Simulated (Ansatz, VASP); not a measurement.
# One calculation of AlSn, two programs

```
CELL_PARAMETERS angstrom
4.30720 0.00000 0.00000
-2.15360 3.73014 0.00000
0.00000 0.00000 3.39278
ATOMIC_POSITIONS crystal
Al 0.00000 0.00000 0.00000
Sn 0.33333 0.66667 0.50000
```

Alike in both runs: task relaxation of cell and atoms; functional PBE; k mesh 9 × 9 × 10; occupations fermi-dirac, width 0.05 eV; no spin polarisation.

|  | VASP | Ansatz |
| --- | --- | --- |
| version | VASP 6.6.1 | Ansatz 0.2.0 |
| potentials or method | VASP PAW PBE potentials, release 64 (Al, Sn_d), cutoff 600 eV | all-electron LAPW, scalar-relativistic |

|  | VASP | Ansatz | Ansatz less VASP |
| --- | --- | --- | --- |
| relaxed volume (Å³/atom) | 25.25 | 25.27 | +0.021 |
| relaxed length of the cell vector where the two differ most in proportion (Å) | 4.236 | 4.238 | +0.0027 |

Ansatz ran all-electron here, and VASP with PAW potentials.
